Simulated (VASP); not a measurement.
Si: single point with LDA

The system is Si.

```xyz
2
Lattice="0.0000 2.7008 2.7008 2.7008 0.0000 2.7008 2.7008 2.7008 0.0000" Properties=species:S:1:pos:R:3 pbc="T T T"
Si    2.7008    2.7008    2.7008
Si    4.0512    4.0512    4.0512
```

```json
{
  "Program": "VASP 6.6.1",
  "Task": "single point",
  "Functional": "LDA",
  "Potentials or basis": "VASP PAW LDA potentials, release 64 (Si)",
  "Cutoff": "520 eV",
  "k mesh": "8 × 8 × 8",
  "Occupations": "gaussian, width 0.02 eV",
  "Spin": "no spin polarisation"
}
```

```
Pressure               : 0.1 GPa
Band gap on the k mesh : 0.49 eV (least direct gap 2.53 eV)
```

Levels at points of the mesh, in eV from the valence-band top:
| k point | band 2 | band 3 | band 4 | band 5 | band 6 | band 7 |
| --- | --- | --- | --- | --- | --- | --- |
| (0.00, 0.00, 0.00) | 0.00 | 0.00 | 0.00 | 2.53 | 2.53 | 2.53 |
| (0.50, 0.00, 0.00) | -7.07 | -1.21 | -1.21 | 1.49 | 3.28 | 3.28 |
| (0.50, 0.50, 0.00) | -7.87 | -2.90 | -2.90 | 0.57 | 0.57 | 10.12 |

Wall time 14 s on 1 thread of Intel Xeon 8259CL, on a shared host, peak memory 0.13 GiB.

A k mesh can miss the band edges. LDA gaps usually lie below the measured ones, often by a third to a half.
